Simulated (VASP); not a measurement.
Here is a VASP 6.6.1 calculation.

File INCAR:

```
ALGO     = Normal         # electronic algorithm
EDIFF    = 1E-6           # SCF threshold, eV
ENCUT    = 400            # plane-wave cutoff, eV
GGA      = PS             # functional
GGA_COMPAT= False        
ISIF     = 2              # what is computed and relaxed
ISMEAR   = 0              # smearing method
IVDW     = 12             # dispersion correction
LASPH    = True           # aspherical terms in the spheres
LCHARG   = False          # write CHGCAR
LREAL    = False          # projectors in reciprocal space
LWAVE    = False          # write WAVECAR
NBANDS   = 50             # bands
NELM     = 120            # most SCF steps
PREC     = Accurate       # precision mode
SIGMA    = 0.05           # smearing width, eV
```

File KPOINTS:

```
k-points
0
Gamma
  9 9 2
```

The input POSCAR:

```
Te6Mo3H
1.0
    3.4334348991      0.0000000000      0.0000000000
   -1.7167174496      2.9734418449      0.0000000000
    0.0000000000      0.0000000000     20.7704276327
Te Mo H
6 3 1
Direct
    0.0000000000      0.0000000000      0.9125759158
    0.3333333333      0.6666666667      0.5917813750
    0.3333333333      0.6666666667      0.2333059430
    0.3333333333      0.6666666667      0.7666940570
    0.3333333333      0.6666666667      0.4082186250
    0.0000000000      0.0000000000      0.0874240842
    0.0000000000      0.0000000000      0.6791506171
    0.0000000000      0.0000000000      0.3208493829
    0.3333333333      0.6666666667      0.0000000000
   -0.1773098515      0.0988450742      0.6273436355
```

Potentials or basis: VASP PAW PBE potentials, release 64 (Te, Mo_sv, H).

Command:

```bash
$ cat potpaw_PBE.64/Te/POTCAR potpaw_PBE.64/Mo_sv/POTCAR potpaw_PBE.64/H/POTCAR > POTCAR
$ mpirun -np 1 vasp_std > vasp.out
```

Problem. Estimate the band gap on the k mesh.

Solution. Zero (an odd number of electrons rules out a gap without spin polarisation).

Problem. What does it give for the pressure?

Solution. 5.9 GPa.

Stress tensor (GPa, compression positive):
```
 4.85  0.88  5.00
 0.88  4.25 -1.12
 5.00 -1.12  8.71
```

Caveat: the PAW data sets were made with another functional, which shifts forces and pressure a little; spin-orbit coupling is left out, which moves the levels of the heavy elements; an odd number of electrons without spin polarisation forces a metal; a magnetic or distorted state may lie lower.
